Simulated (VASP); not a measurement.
# Al (Fm-3m) in VASP: further runs, part 2 of 2

VASP 6.6.1. Earlier steps stand in the parts before.

**5. Single point, LDA**

File INCAR:

```
ALGO = Normal
EDIFF = 1E-6
ENCUT = 520
GGA = CA
ISIF = 2
ISMEAR = -1
LASPH = T
LCHARG = F
LREAL = F
LWAVE = F
NBANDS = 8
NELM = 80
PREC = Accurate
SIGMA = 0.1
```

File KPOINTS:

```
k-points
0
Gamma
  8 8 8
```

File POSCAR:

```
Al
1.0
    0.0000000000      1.9916090303      1.9916090303
    1.9916090303      0.0000000000      1.9916090303
    1.9916090303      1.9916090303      0.0000000000
Al
1
Direct
    0.0000000000      0.0000000000      0.0000000000
```

Potentials or basis: VASP PAW LDA potentials, release 64 (Al).

On the command line:

```sh
$ cat potpaw_LDA.64/Al/POTCAR > POTCAR
$ mpirun -np 1 vasp_std > vasp.out
```

OUTCAR:

```text
EDIFF = 1E-6
   ENCUT = 520
   GGA = CA
   ISIF = 2
   ISMEAR = -1
   LASPH = T
   LREAL = F
   NELM = 80
   PREC = Accurate

 ion  position               nearest neighbor table
   1  0.000  0.000  0.000-

  LATTYP: Found a face centered cubic cell.
 ALAT       =     3.9832180606

  Lattice vectors:

 A1 = (   0.0000000000,   1.9916090303,   1.9916090303)
 A2 = (   1.9916090303,   0.0000000000,   1.9916090303)
 A3 = (   1.9916090303,   1.9916090303,   0.0000000000)

Analysis of symmetry for initial positions (statically):
=====================================================================
 Subroutine PRICEL returns:
 Original cell was already a primitive cell.

 Routine SETGRP: Setting up the symmetry group for a
 face centered cubic supercell.

 Subroutine GETGRP returns: Found 48 space group operations
 (whereof 48 operations were pure point group operations)
 out of a pool of 48 trial point group operations.

The static configuration has the point symmetry O_h .

Analysis of symmetry for dynamics (positions and initial velocities):
[... 159 lines left out ...]
 val. band max:        7.8980474823   @ k =  -0.2500   0.3750   0.1250
 cond. band min:       8.3795495757   @ k =  -0.2500   0.5000   0.2500
 fundamental gap:      0.4815020933
 Fermi energy:         8.2102125746

 k-point     1 :       0.0000    0.0000    0.0000
  band No.  band energies     occupation
      1      -3.1522      2.00000
      2      21.0587      0.00000
      3      21.0587      0.00000
      4      21.0587      0.00000
      5      22.7164      0.00000
      6      22.7164      0.00000
      7      22.7164      0.00000
      8      25.1822      0.00000
[... 243 lines left out ...]
 k-point    24 :      -0.3750    0.2500    0.1250
  band No.  band energies     occupation
      1       4.5957      2.00000
      2       4.9140      2.00000
      3      13.3012      0.00000
      4      13.8784      0.00000
      5      21.8639      0.00000
      6      22.2558      0.00000
      7      28.9615      0.00000
      8      29.2569      0.00000

 [... further k-points ...]

------------------------ aborting loop because EDIFF is reached ----------------------------------------

  FORCE on cell =-STRESS in cart. coord.  units (eV):
  Direction    XX          YY          ZZ          XY          YZ          ZX
  --------------------------------------------------------------------------------------
  -------------------------------------------------------------------------------------
  Total        0.0287644      0.0287644      0.0287644     -0.0000000     -0.0000000      0.0000000
  in kB        2.9169143      2.9169143      2.9169143     -0.0000000     -0.0000000      0.0000000
  external PRESSURE =       2.9169143 kB  Pullay stress =       0.0000000 kB

 VOLUME and BASIS-vectors are now :
 -----------------------------------------------------------------------------
  energy-cutoff  :      520.00
  volume of cell :       15.80
      direct lattice vectors                 reciprocal lattice vectors
     0.000000000  1.991609030  1.991609030    -0.251053290  0.251053290  0.251053290
     1.991609030  0.000000000  1.991609030     0.251053290 -0.251053290  0.251053290
     1.991609030  1.991609030  0.000000000     0.251053290  0.251053290 -0.251053290

 POSITION                                       TOTAL-FORCE (eV/Angst)
 -----------------------------------------------------------------------------------
      0.00000      0.00000      0.00000         0.000000      0.000000      0.000000
 -----------------------------------------------------------------------------------
    total drift:                               -0.000000      0.000000      0.000000

  FREE ENERGIE OF THE ION-ELECTRON SYSTEM (eV)
  ---------------------------------------------------
  free  energy   TOTEN  =        -4.1926669237 eV

  energy  without entropy=       -4.1804855694  energy(sigma->0) =       -4.18657625
```

OSZICAR:

```text
N       E                     dE             d eps       ncg     rms          rms(c)
DAV:   1    -0.280691749311E+01   -0.28069E+01   -0.86053E+02   464   0.206E+02
DAV:   2    -0.421519009195E+01   -0.14083E+01   -0.13965E+01   632   0.192E+01
DAV:   3    -0.422200650150E+01   -0.68164E-02   -0.68118E-02   536   0.140E+00
DAV:   4    -0.422201870075E+01   -0.12199E-04   -0.12198E-04   768   0.627E-02
DAV:   5    -0.422201870993E+01   -0.91844E-08   -0.97206E-08   552   0.898E-04    0.145E+00
DAV:   6    -0.420426149084E+01    0.17757E-01   -0.22229E-03   640   0.189E-01    0.813E-01
DAV:   7    -0.419268991038E+01    0.11572E-01   -0.56381E-03   552   0.296E-01    0.168E-01
DAV:   8    -0.419266714909E+01    0.22761E-04   -0.19662E-05   712   0.290E-02    0.161E-02
DAV:   9    -0.419266692370E+01    0.22539E-06   -0.14113E-07   568   0.182E-03
   1 F= -.41926669E+01 E0= -.41865762E+01  d E =-.121814E-01
```

Wall time 2.1 s (1 thread of Intel Xeon 6975P-C, shared host); peak memory 0.12 GiB.

Results:

```yaml
Free_energy: -4.1927 eV
Pressure: 0.3 GPa
```

Levels at points of the mesh, in eV from the Fermi level:
| k point | band 1 | band 2 | band 3 | band 4 | band 5 |
| --- | --- | --- | --- | --- | --- |
| (0.00, 0.00, 0.00) | -11.36 | 12.85 | 12.85 | 12.85 | 14.51 |
| (0.50, 0.00, 0.00) | -4.68 | -4.41 | 11.67 | 11.67 | 11.74 |
| (0.50, 0.50, 0.00) | -2.96 | -1.58 | 5.35 | 5.78 | 5.78 |

**6. Single point, LDA**

File INCAR:

```
SYSTEM = Al
PREC = Accurate
ENCUT = 520
EDIFF = 1E-6
ISMEAR = -1
SIGMA = 0.1
LREAL = .FALSE.
LASPH = .TRUE.
NELM = 80
ALGO = Normal
ISIF = 2
LWAVE = .FALSE.
LCHARG = .FALSE.
NBANDS = 8
```

File KPOINTS:

```
regular mesh
0
G
  11 11 11
  0 0 0
```

POSCAR is that of step 5.

Potentials or basis: VASP PAW LDA potentials, release 64 (Al).

On the command line:

```sh
$ cat potpaw_LDA.64/Al/POTCAR > POTCAR
$ mpirun -np 1 vasp_std > vasp.out
```

It took 3.2 s on 1 thread of Intel Xeon 6975P-C, shared host; peak memory 0.12 GiB.

Results (log left out):

```yaml
Free_energy: -4.2063 eV
Pressure: 0.2 GPa
```

Levels at points of the mesh, in eV from the Fermi level:
```
           k point  band 1  band 2  band 3  band 4  band 5  band 6
(0.00, 0.00, 0.00)  -11.42   12.79   12.79   12.79   14.45   14.45
```

**7. Summary**

| k mesh | gap on the mesh (eV) | pressure (GPa) |
| --- | --- | --- |
| 4 × 4 × 4 | none | 1.3 |
| 5 × 5 × 5 | none | 2.0 |
| 7 × 7 × 7 | none | -0.2 |
| 8 × 8 × 8 | none | 0.3 |
| 11 × 11 × 11 | none | 0.2 |

Alike in all rows: task single point; level LDA; potentials or basis VASP PAW LDA potentials, release 64 (Al); no spin polarisation; cell as given; cutoff (eV) 520; smearing fermi-dirac 0.1 eV.

Caveats: some runs use coarse meshes.

Total energies depend on the potentials used, so only differences within one code and one set of settings carry meaning.
